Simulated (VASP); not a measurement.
# BN (I-4m2) in VASP: single point with r2SCAN

Aim: the single point of BN with r2SCAN.

All numbers are computed with VASP 6.6.1; they aren't measurements. Logs are shortened: lines on timing, memory, paths and dates and some standing lists are left out, and cuts for length are marked.

## (1) The cell of the first run

Symmetry: I-4m2, No. 119, tetragonal system. Conventional cell: a = 2.865 Å, b = 2.865 Å, c = 2.865 Å, α = 90.00°, β = 90.00°, γ = 90.00°. Within 2.1 Å of B (site symmetry -4m2) lie 4 N at 1.60 Å. Within 2.1 Å of N (site symmetry -4m2) lie 4 B at 1.60 Å.

## (2) Single point, r2SCAN

POSCAR

```
BN
1.0
    0.0000000000      2.0259369301      1.4323374096
    2.0259369301      0.0000000000      1.4323374096
    2.0259369301      2.0259369301      0.0000000000
B N
1 1
Direct
    0.0000000000      0.0000000000      0.0000000000
    0.7500000000      0.7500000000      0.7500000000
```

INCAR.step1

```
PREC = Accurate
ENCUT = 1460
ISMEAR = 0
SIGMA = 0.05
LREAL = F
LASPH = T
NELM = 120
NBANDS = 11
GGA = PE
ALGO = Normal
EDIFF = 1E-5
LWAVE = T
LCHARG = F
GGA_COMPAT = F
```

INCAR.step2

```
PREC = Accurate
ENCUT = 1460
EDIFF = 1E-6
ISMEAR = 0
SIGMA = 0.05
LREAL = F
LASPH = T
NELM = 120
ALGO = Normal
ISIF = 2
LWAVE = F
LCHARG = F
METAGGA = R2SCAN
LMIXTAU = T
NBANDS = 11
ISTART = 1
GGA_COMPAT = F
```

KPOINTS

```
regular mesh
0
Gamma
  12 12 12
```

Potentials or basis: VASP PAW PBE potentials, release 64 (B_h, N_h).

Launch:

```
$ cat potpaw_PBE.64/B_h/POTCAR potpaw_PBE.64/N_h/POTCAR > POTCAR
$ cp INCAR.step1 INCAR
$ mpirun -np 1 vasp_std > vasp.out
$ cp INCAR.step2 INCAR
$ mpirun -np 1 vasp_std > vasp.out
```

OUTCAR:

```text
PREC = Accurate
   ENCUT = 1460
   EDIFF = 1E-6
   ISMEAR = 0
   LREAL = F
   LASPH = T
   NELM = 120
   ISIF = 2
   METAGGA = R2SCAN
   ISTART = 1

 ion  position               nearest neighbor table
   1  0.000  0.000  0.000-
   2  0.750  0.750  0.750-

  LATTYP: Found a body centered tetragonal cell.
 ALAT       =     2.8651074831
 C/A-ratio  =     0.9998489886

  Lattice vectors:

 A1 = (   0.0000000000,  -2.0259369301,  -1.4323374096)
 A2 = (   0.0000000000,   2.0259369301,  -1.4323374096)
 A3 = (   2.0259369301,   0.0000000000,   1.4323374096)

Analysis of symmetry for initial positions (statically):
=====================================================================
 Subroutine PRICEL returns:
 Original cell was already a primitive cell.

 Routine SETGRP: Setting up the symmetry group for a
 body centered tetragonal supercell.

 Subroutine GETGRP returns: Found  8 space group operations
 (whereof  8 operations were pure point group operations)
 out of a pool of 16 trial point group operations.

The static configuration has the point symmetry D_2d.

Analysis of symmetry for dynamics (positions and initial velocities):
=====================================================================
 Subroutine PRICEL returns:
 Original cell was already a primitive cell.

 Routine SETGRP: Setting up the symmetry group for a
 body centered tetragonal supercell.

 Subroutine GETGRP returns: Found  8 space group operations
 (whereof  8 operations were pure point group operations)
 out of a pool of 16 trial point group operations.

The dynamic configuration has the point symmetry D_2d.

 Subroutine INISYM returns: Found  8 space group operations
 (whereof  8 operations are pure point group operations),
 and found     1 'primitive' translations

----------------------------------------------------------------------------------------

                                     Primitive cell

  volume of cell :      11.7578

  direct lattice vectors                    reciprocal lattice vectors
     0.000000000  2.025936930  1.432337410    -0.246799391  0.246799391  0.349079761
     2.025936930  0.000000000  1.432337410     0.246799391 -0.246799391  0.349079761
     2.025936930  2.025936930  0.000000000     0.246799391  0.246799391 -0.349079761

  length of vectors
     2.481130972  2.481130972  2.865107483     0.493636058  0.493636058  0.493636058
[... 86 lines left out ...]
   NFREE  =      0    steps in history (QN), initial steepest desc. (CG)
   ISIF   =      2    stress and relaxation
   ISYM   =      2    0-nonsym 1-usesym 2-fastsym
   POTIM  = 0.5000    time-step for ionic-motion
   TEBEG  =    0.0;   TEEND  =   0.0 temperature during run
   PSTRESS=    0.0 pullay stress
   NELECT =       8.0000    total number of electrons
   NUPDOWN=      -1.0000    fix difference up-down
   EMIN   =  10.00;   EMAX   =-10.00  energy-range for DOS
   EFERMI =   0.00;   METHOD = LEGACY
   ISMEAR =     0;   SIGMA  =   0.05  broadening in eV -4-tet -1-fermi 0-gaus
   EFERMI_NEDOS =   21; number of points for ismear=-14 and -15
   IALGO  =     38    algorithm
   IMIX   =      4    mixing-type and parameters
     AMIX     =   0.40;   BMIX     =  1.00
     AMIX_MAG =   1.60;   BMIX_MAG =  1.00
  volume/ion in A,a.u.               =       5.88        39.67
  Fermi-wavevector in a.u.,A,eV,Ry     =   1.439889  2.720996 28.208703  2.073281
  Thomas-Fermi vector in A             =   2.558695
   LORBIT       =      0    0 simple, 1 ext, 2 COOP (PROOUT), +10 PAW based schemes
   METAGGA = R2SCAN    functional components
   LHFCALC =     F    Hartree Fock is set to
   AEXX    =    0.0000 exact exchange contribution
   IVDW    =     0    specifies the selected vdW correction
   LEPSILON=     F    determine dielectric tensor
   LRPA    =     F    only Hartree local field effects (RPA)
 non-spin polarized calculation
 Gauss-broadening in eV      SIGMA  =   0.05
  energy-cutoff  :     1460.00
  volume of cell :       11.76
 maximum number of plane-waves:      1508
   NGX = 15   NGY = 15   NGZ = 17

 number of electron       8.0000000 magnetization

 Free energy of the ion-electron system (eV)
  ---------------------------------------------------
  ext. energy  EPLUGINS =         0.00000000
  ---------------------------------------------------
  free energy    TOTEN  =       -17.82202297 eV

  energy without entropy =      -17.82202297  energy(sigma->0) =      -17.82202297

 E-fermi :  11.0020     XC(G=0): -13.8812

 val. band max:       10.7682242534   @ k =   0.0000   0.0000   0.0000
 cond. band min:      12.0632480279   @ k =   0.5000   0.5000   0.0000
 fundamental gap:      1.2950237745
 Fermi energy:        11.0020338274

 k-point     1 :       0.0000    0.0000    0.0000
  band No.  band energies     occupation
      1     -12.0747      2.00000
      2       8.4536      2.00000
      3       8.4536      2.00000
      4      10.7682      2.00000
      5      18.3720      0.00000
      6      19.7537      0.00000
      7      20.7147      0.00000
      8      20.7147      0.00000
      9      29.9348      0.00000
     10      34.8379      0.00000
     11      35.1206      0.00000
[... 309 lines left out ...]
 k-point    24 :      -0.4167    0.1667    0.0000
  band No.  band energies     occupation
      1      -7.3284      2.00000
      2      -0.0403      2.00000
      3       4.2536      2.00000
      4       7.2816      2.00000
      5      15.5942      0.00000
      6      21.4190      0.00000
      7      22.8644      0.00000
      8      24.4122      0.00000
      9      32.6661      0.00000
     10      35.4767      0.00000
     11      36.5757      0.00000

 [... further k-points ...]

------------------------ aborting loop because EDIFF is reached ----------------------------------------

  FORCE on cell =-STRESS in cart. coord.  units (eV):
  Direction    XX          YY          ZZ          XY          YZ          ZX
  --------------------------------------------------------------------------------------
  -------------------------------------------------------------------------------------
  Total       -3.7491264     -3.7491264      6.6301472      0.0000000      0.0000000      0.0000000
  in kB     -510.8736328   -510.8736328    903.4551197      0.0000000      0.0000000      0.0000000
  external PRESSURE =     -39.4307153 kB  Pullay stress =       0.0000000 kB

 VOLUME and BASIS-vectors are now :
 -----------------------------------------------------------------------------
  energy-cutoff  :     1460.00
  volume of cell :       11.76
      direct lattice vectors                 reciprocal lattice vectors
     0.000000000  2.025936930  1.432337410    -0.246799391  0.246799391  0.349079761
     2.025936930  0.000000000  1.432337410     0.246799391 -0.246799391  0.349079761
     2.025936930  2.025936930  0.000000000     0.246799391  0.246799391 -0.349079761

 POSITION                                       TOTAL-FORCE (eV/Angst)
 -----------------------------------------------------------------------------------
      0.00000      0.00000      0.00000         0.000000      0.000000      0.000000
      3.03891      3.03891      2.14851        -0.000000     -0.000000     -0.000000
 -----------------------------------------------------------------------------------
    total drift:                               -0.000131     -0.000131     -0.000159

  FREE ENERGIE OF THE ION-ELECTRON SYSTEM (eV)
  ---------------------------------------------------
  free  energy   TOTEN  =       -17.8220229665 eV

  energy  without entropy=      -17.8220229665  energy(sigma->0) =      -17.82202297
```

OUTCAR.step1:

```text
PREC = Accurate
   ENCUT = 1460
   ISMEAR = 0
   LREAL = F
   LASPH = T
[... 557 lines left out ...]
 -----------------------------------------------------------------------------------
      0.00000      0.00000      0.00000         0.000000      0.000000      0.000000
      3.03891      3.03891      2.14851         0.000000      0.000000     -0.000000
 -----------------------------------------------------------------------------------
    total drift:                                0.000000      0.000000     -0.000000

  FREE ENERGIE OF THE ION-ELECTRON SYSTEM (eV)
  ---------------------------------------------------
  free  energy   TOTEN  =       -16.1568597373 eV

  energy  without entropy=      -16.1568597373  energy(sigma->0) =      -16.15685974
```

It took 3.5 min on 1 thread of Intel Xeon Platinum 8259CL at 2.50GHz (Skylake/Cascade Lake), shared host; peak memory 0.25 GiB.

What came out:

```
Free energy            : -17.8220 eV
Pressure               : -3.9 GPa
Band gap on the k mesh : 1.29 eV (least direct gap 6.68 eV)
```

Levels at points of the mesh, in eV from the valence-band top:
| k point | band 2 | band 3 | band 4 | band 5 | band 6 | band 7 |
| --- | --- | --- | --- | --- | --- | --- |
| (0.00, 0.00, 0.00) | -2.31 | -2.31 | 0.00 | 7.60 | 8.99 | 9.95 |
| (0.50, 0.00, 0.00) | -12.32 | -5.43 | -2.02 | 4.66 | 7.88 | 13.20 |
| (0.50, 0.50, 0.00) | -9.24 | -9.24 | -6.81 | 1.29 | 2.69 | 17.52 |
| (0.50, 0.00, 0.50) | -12.44 | -4.23 | -4.02 | 6.49 | 12.19 | 12.84 |

Caveat: the stress differs along the axes, from -51 to 90 GPa; the PAW data sets were made with another functional, which shifts forces and pressure a little.
